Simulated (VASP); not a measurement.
# C (P6_3/mmc) in VASP: a series of runs

C is run at these levels: PBEsol+D3(BJ); tasks: single point.

Program: VASP 6.6.1. These are calculated values, not measurements. Logs are shortened: lines on timing, memory, paths and dates and some standing lists are left out, and cuts for length are marked.

### 1 The cell of the first run

The structure is hexagonal, space group P6_3/mmc (No. 194). Conventional cell: a = 2.471 Å, b = 2.471 Å, c = 7.030 Å, α = 90.00°, β = 90.00°, γ = 120.00°. C (site symmetry -6m2) has 3 C at 1.43 Å within 1.9 Å. Within 1.9 Å of C (site symmetry -6m2) lie 3 C at 1.43 Å.

### 2 Single point, PBEsol+D3(BJ) (9.30 Å³/atom)

File INCAR:

```
ALGO = Normal
EDIFF = 1E-6
ENCUT = 520
GGA = PS
ISIF = 2
ISMEAR = 0
IVDW = 12
LASPH = True
LCHARG = False
LREAL = False
LWAVE = False
NBANDS = 16
NELM = 100
PREC = Accurate
SIGMA = 0.15
```

File KPOINTS:

```
k-points
0
Gamma
  21 21 8
```

File POSCAR:

```
C
1.0
    2.4714107699      0.0000000000      0.0000000000
   -1.2357053849      2.1403045099      0.0000000000
    0.0000000000      0.0000000000      7.0296807938
C
4
Direct
    0.0000000000      0.0000000000      0.0025000000
    0.0000000000      0.0000000000      0.5025000000
    0.3333333333      0.6666666667      0.0025000000
    0.6666666667      0.3333333333      0.5025000000
```

Potentials or basis: VASP PAW PBE potentials, release 64 (C).

Run with:

```
cat potpaw_PBE.64/C/POTCAR > POTCAR
mpirun -np 1 vasp_std > vasp.out
```

OUTCAR:

```text
EDIFF = 1E-6
   ENCUT = 520
   GGA = PS
   ISIF = 2
   ISMEAR = 0
   IVDW = 12
   LASPH = True
   LREAL = False
   NELM = 100
   PREC = Accurate
 IVDW          = 12

 ion  position               nearest neighbor table
   1  0.000  0.000  0.002-   3 1.43   3 1.43   3 1.43
   2  0.000  0.000  0.502-   4 1.43   4 1.43   4 1.43
   3  0.333  0.667  0.002-   1 1.43   1 1.43   1 1.43
   4  0.667  0.333  0.502-   2 1.43   2 1.43   2 1.43

  LATTYP: Found a hexagonal cell.
 ALAT       =     2.4714107699
 C/A-ratio  =     2.8444000000

  Lattice vectors:

 A1 = (   2.4714107699,   0.0000000000,   0.0000000000)
 A2 = (  -1.2357053849,   2.1403045099,   0.0000000000)
 A3 = (   0.0000000000,   0.0000000000,   7.0296807938)

Analysis of symmetry for initial positions (statically):
=====================================================================
 Subroutine PRICEL returns:
 Original cell was already a primitive cell.

 Routine SETGRP: Setting up the symmetry group for a
 hexagonal supercell.

 Subroutine GETGRP returns: Found 24 space group operations
 (whereof  6 operations were pure point group operations)
 out of a pool of 24 trial point group operations.

The static configuration has the point symmetry C_3v.
 The point group associated with its full space group is D_6h.

Analysis of symmetry for dynamics (positions and initial velocities):
=====================================================================
 Subroutine PRICEL returns:
 Original cell was already a primitive cell.

 Routine SETGRP: Setting up the symmetry group for a
 hexagonal supercell.

 Subroutine GETGRP returns: Found 24 space group operations
 (whereof  6 operations were pure point group operations)
 out of a pool of 24 trial point group operations.

The dynamic configuration has the point symmetry C_3v.
 The point group associated with its full space group is D_6h.

 Subroutine INISYM returns: Found 24 space group operations
 (whereof  6 operations are pure point group operations),
 and found     1 'primitive' translations

----------------------------------------------------------------------------------------

                                     Primitive cell

  volume of cell :      37.1840

  direct lattice vectors                    reciprocal lattice vectors
     2.471410770  0.000000000  0.000000000     0.404627192  0.233611618  0.000000000
    -1.235705385  2.140304510  0.000000000     0.000000000  0.467223236  0.000000000
     0.000000000  0.000000000  7.029680794     0.000000000  0.000000000  0.142253970

  length of vectors
     2.471410770  2.471410770  7.029680794     0.467223236  0.467223236  0.142253970

  position of ions in fractional coordinates (direct lattice)
     0.000000000  0.000000000  0.002500000
     0.000000000  0.000000000  0.502500000
     0.333333333  0.666666667  0.002500000
     0.666666667  0.333333333  0.502500000

  ion indices of the primitive-cell ions
   primitive index   ion index
                 1           1
                 2           2
                 3           3
                 4           4

----------------------------------------------------------------------------------------

 KPOINTS: k-points

Automatic generation of k-mesh.
 Grid dimensions read from file:
 generate k-points for:   21   21    8

 Generating k-lattice:

  Cartesian coordinates                     Fractional coordinates (reciprocal lattice)
     0.019267962  0.011124363  0.000000000     0.047619048 -0.000000000  0.000000000
     0.000000000  0.022248726  0.000000000     0.000000000  0.047619048  0.000000000
     0.000000000  0.000000000  0.017781746     0.000000000  0.000000000  0.125000000

  Length of vectors
     0.022248726  0.022248726  0.017781746

  Shift w.r.t. Gamma in fractional coordinates (k-lattice)
     0.000000000  0.000000000  0.000000000

 Subroutine IBZKPT returns following result:
 ===========================================

 Found    240 irreducible k-points:

 Following reciprocal coordinates:
            Coordinates               Weight
  0.000000  0.000000  0.000000      1.000000
  0.047619 -0.000000  0.000000      6.000000
  0.095238 -0.000000  0.000000      6.000000
  0.142857 -0.000000  0.000000      6.000000
  0.190476 -0.000000  0.000000      6.000000
  0.238095 -0.000000  0.000000      6.000000
[... 16 lines left out ...]
  0.142857  0.095238  0.000000     12.000000
  0.190476  0.095238  0.000000     12.000000
 [... further k-points ...]
   k-points           NKPTS =    240   k-points in BZ     NKDIM =    240   number of bands    NBANDS=     16
   number of dos      NEDOS =    301   number of ions     NIONS =      4
   total plane-waves  NPLWV =  17496
   dimension x,y,z NGX =    18 NGY =   18 NGZ =   54
   dimension x,y,z NGXF=    36 NGYF=   36 NGZF=  108
   ions per type =               4
   NGX,Y,Z   is equivalent  to a cutoff of  12.11, 12.11, 12.77 a.u.
   NGXF,Y,Z  is equivalent  to a cutoff of  24.22, 24.22, 25.54 a.u.
 SYSTEM =  unknown system
   PREC   = accura    normal or accurate (medium, high low for compatibility)
   ISTART =      0    job   : 0-new  1-cont  2-samecut
   ICHARG =      2    charge: 1-file 2-atom 10-const
   ISPIN  =      1    spin polarized calculation?
   LNONCOLLINEAR =      F non collinear calculations
   LSORBIT =      F    spin-orbit coupling
   LASPH  =      T    aspherical Exc in radial PAW
   ENCUT  =  520.0 eV  38.22 Ry    6.18 a.u.   4.60  4.60 13.07*2*pi/ulx,y,z
   NELM   =    100;   NELMIN=  2; NELMDL= -5     # of ELM steps
   EDIFF  = 0.1E-05   stopping-criterion for ELM
   LREAL  =      F    real-space projection
   EDIFFG = 0.1E-04   stopping-criterion for IOM
   NSW    =      0    number of steps for IOM
   IBRION =     -1    ionic relax: 0-MD 1-quasi-New 2-CG
   NFREE  =      0    steps in history (QN), initial steepest desc. (CG)
   ISIF   =      2    stress and relaxation
   ISYM   =      2    0-nonsym 1-usesym 2-fastsym
   POTIM  = 0.5000    time-step for ionic-motion
   TEBEG  =    0.0;   TEEND  =   0.0 temperature during run
   PSTRESS=    0.0 pullay stress
   NELECT =      16.0000    total number of electrons
   NUPDOWN=      -1.0000    fix difference up-down
   EMIN   =  10.00;   EMAX   =-10.00  energy-range for DOS
   EFERMI =   0.00;   METHOD = LEGACY
   ISMEAR =     0;   SIGMA  =   0.15  broadening in eV -4-tet -1-fermi 0-gaus
   EFERMI_NEDOS =   21; number of points for ismear=-14 and -15
   IALGO  =     38    algorithm
   IMIX   =      4    mixing-type and parameters
     AMIX     =   0.40;   BMIX     =  1.00
     AMIX_MAG =   1.60;   BMIX_MAG =  1.00
  volume/ion in A,a.u.               =       9.30        62.73
  Fermi-wavevector in a.u.,A,eV,Ry     =   1.235936  2.335581 20.783427  1.527539
  Thomas-Fermi vector in A             =   2.370565
   LORBIT       =      0    0 simple, 1 ext, 2 COOP (PROOUT), +10 PAW based schemes
   GGA     = PS    functional components
   LHFCALC =     F    Hartree Fock is set to
   AEXX    =    0.0000 exact exchange contribution
   IVDW    =    12    specifies the selected vdW correction
   LEPSILON=     F    determine dielectric tensor
   LRPA    =     F    only Hartree local field effects (RPA)
 non-spin polarized calculation
 Gauss-broadening in eV      SIGMA  =   0.15
  energy-cutoff  :      520.00
  volume of cell :       37.18
 maximum number of plane-waves:      1022
   NGX =  9   NGY =  9   NGZ = 27

 number of electron      15.9999995 magnetization

 Free energy of the ion-electron system (eV)
  ---------------------------------------------------
  ext. energy  EPLUGINS =         0.00000000
  ---------------------------------------------------
  free energy    TOTEN  =       -38.57445497 eV

  energy without entropy =      -38.57355982  energy(sigma->0) =      -38.57400739

 E-fermi :   4.1538     XC(G=0): -10.2053

 val. band max:        4.1507064198   @ k =   0.3333   0.3333   0.5000
 cond. band min:       4.1540669253   @ k =   0.3333   0.3333   0.2500
 fundamental gap:      0.0033605056
 Fermi energy:         4.1537635378

 k-point     1 :       0.0000    0.0000    0.0000
  band No.  band energies     occupation
      1     -15.3589      2.00000
      2     -15.1440      2.00000
      3      -4.1853      2.00000
      4      -2.5953      2.00000
      5       1.1661      2.00000
      6       1.1661      2.00000
[... 8 lines left out ...]
     15      15.4733      0.00000
     16      15.6226      0.00000

 k-point     2 :       0.0476   -0.0000    0.0000
  band No.  band energies     occupation
      1     -15.3051      2.00000
      2     -15.0910      2.00000
      3      -4.1199      2.00000
      4      -2.5335      2.00000
      5       0.9447      2.00000
      6       0.9602      2.00000
[... 8 lines left out ...]
     15      15.2816      0.00000
     16      15.4408      0.00000

 k-point     3 :       0.0952   -0.0000    0.0000
  band No.  band energies     occupation
      1     -15.1438      2.00000
      2     -14.9320      2.00000
      3      -3.9242      2.00000
      4      -2.3487      2.00000
      5       0.3244      2.00000
      6       0.3489      2.00000
[... 8 lines left out ...]
     15      14.7286      0.00000
     16      14.9187      0.00000

 k-point     4 :       0.1429   -0.0000    0.0000
  band No.  band energies     occupation
      1     -14.8758      2.00000
      2     -14.6678      2.00000
      3      -3.5995      2.00000
      4      -2.0427      2.00000
      5      -0.5948      2.00000
      6      -0.5584      2.00000
[... 8 lines left out ...]
     15      14.3186      0.00000
     16      14.3522      0.00000
[... 324 lines left out ...]
 k-point    22 :       0.0952    0.0952    0.0000
  band No.  band energies     occupation
      1     -14.7153      2.00000
      2     -14.5095      2.00000
      3      -3.4056      2.00000
      4      -1.8604      2.00000
      5      -0.9296      2.00000
      6      -0.9062      2.00000
[... 8 lines left out ...]
     15      14.2757      0.00000
     16      14.3261      0.00000

 k-point    23 :       0.1429    0.0952    0.0000
  band No.  band energies     occupation
      1     -14.3421      2.00000
      2     -14.1414      2.00000
      3      -2.9561      2.00000
      4      -1.8715      2.00000
      5      -1.8357      2.00000
      6      -1.4393      2.00000
[... 8 lines left out ...]
     15      14.9940      0.00000
     16      15.0797      0.00000

 k-point    24 :       0.1905    0.0952    0.0000
  band No.  band energies     occupation
      1     -13.8649      2.00000
      2     -13.6707      2.00000
      3      -2.9729      2.00000
      4      -2.9185      2.00000
      5      -2.3852      2.00000
      6      -1.3252      2.00000
[... 8 lines left out ...]
     15      15.9786      0.00000
     16      16.1478      0.00000

 [... further k-points ...]

------------------------ aborting loop because EDIFF is reached ----------------------------------------

 Edisp (eV)   -0.41948

 E8    (eV) :    -0.2038

  FORCE on cell =-STRESS in cart. coord.  units (eV):
  Direction    XX          YY          ZZ          XY          YZ          ZX
  --------------------------------------------------------------------------------------
  -------------------------------------------------------------------------------------
  Total      -1.26921    -1.26921    -0.37874    -0.00000     0.00000    -0.00000
  in kB     -54.68763   -54.68763   -16.31909    -0.00000     0.00000    -0.00000
  external pressure =      -41.90 kB  Pullay stress =        0.00 kB

 VOLUME and BASIS-vectors are now :
 -----------------------------------------------------------------------------
  energy-cutoff  :      520.00
  volume of cell :       37.18
      direct lattice vectors                 reciprocal lattice vectors
     2.471410770  0.000000000  0.000000000     0.404627192  0.233611618  0.000000000
    -1.235705385  2.140304510  0.000000000     0.000000000  0.467223236  0.000000000
     0.000000000  0.000000000  7.029680794     0.000000000  0.000000000  0.142253970

 POSITION                                       TOTAL-FORCE (eV/Angst)
 -----------------------------------------------------------------------------------
      0.00000      0.00000      0.01757        -0.000000     -0.000000      0.000000
      0.00000      0.00000      3.53241         0.000000      0.000000      0.000000
     -0.00000      1.42687      0.01757         0.000000     -0.000000     -0.000000
      1.23571      0.71343      3.53241        -0.000000      0.000000      0.000000
 -----------------------------------------------------------------------------------
    total drift:                               -0.000000     -0.000000      0.000020

  FREE ENERGIE OF THE ION-ELECTRON SYSTEM (eV)
  ---------------------------------------------------
  free  energy   TOTEN  =       -38.9939396918 eV

  energy  without entropy=      -38.9930445488  energy(sigma->0) =      -38.99349212
```

Wall time 48 s (1 thread of Intel Xeon 6975P-C (Granite Rapids), shared host); peak memory 0.22 GiB.

What came out:

```
Free energy                : -38.9939 eV
Pressure                   : -4.2 GPa
Band gap on the k mesh     : zero (bands 8 and 9 overlap by 0.02 eV)
Dispersion energy per atom : -0.105 eV
```

Stress tensor (GPa, compression positive):
```
-5.47  0.00  0.00
 0.00 -5.47  0.00
 0.00  0.00 -1.63
```

Caveat: the cell stands under tension; the PAW data sets were made with another functional, which shifts forces and pressure a little.

### 3 Single point, PBEsol+D3(BJ) (9.30 Å³/atom)

File INCAR:

```
SYSTEM = C
ALGO = Normal
EDIFF = 1E-6
ENCUT = 520
GGA = PS
ISIF = 2
ISMEAR = 0
IVDW = 12
LASPH = .TRUE.
LCHARG = .TRUE.
LELF = .TRUE.
LREAL = .FALSE.
LVHAR = .TRUE.
LWAVE = .FALSE.
NBANDS = 16
NELM = 60
PREC = Accurate
SIGMA = 0.15
```

File KPOINTS:

```
k-points
0
G
  21 21 8
  0 0 0
```

File POSCAR:

```
C
1.0
    2.4219358430      0.0000000000      0.0000000000
   -1.2109679215      2.0974579664      0.0000000000
    0.0000000000      0.0000000000      7.3198166983
C
4
Direct
    0.0000000000      0.0000000000      0.0025000000
    0.0000000000      0.0000000000      0.5025000000
    0.3333333333      0.6666666667      0.0025000000
    0.6666666667      0.3333333333      0.5025000000
```

Potentials or basis: VASP PAW PBE potentials, release 64 (C).

Run with:

```
cat potpaw_PBE.64/C/POTCAR > POTCAR
mpirun -np 1 vasp_std > vasp.out
```

Wall time 51 s (1 thread of Intel Xeon 6975P-C (Granite Rapids), shared host); peak memory 0.22 GiB.

Results (log left out):

```yaml
Free_energy: -38.9083 eV
Pressure: 12.9 GPa
Band_gap_on_the_k_mesh: zero (bands 8 and 9 overlap by 0.01 eV)
Dispersion_energy_per_atom: -0.100 eV
```

Stress tensor (GPa, compression positive):
```
20.40  0.00  0.00
 0.00 20.40  0.00
 0.00  0.00 -2.06
```

Levels at points of the mesh, in eV from the Fermi level:
| k point | band 4 | band 5 | band 6 | band 7 | band 8 | band 9 | band 10 | band 11 | band 12 | band 13 |
| --- | --- | --- | --- | --- | --- | --- | --- | --- | --- | --- |
| (0.00, 0.00, 0.00) | -7.37 | -2.97 | -2.97 | -2.96 | -2.96 | 3.30 | 8.33 | 8.65 | 8.65 | 8.67 |
| (0.00, 0.00, 0.50) | -8.03 | -2.96 | -2.96 | -2.96 | -2.96 | 5.33 | 5.33 | 8.66 | 8.66 | 8.66 |

Caveat: the cell stands under pressure; the PAW data sets were made with another functional, which shifts forces and pressure a little.
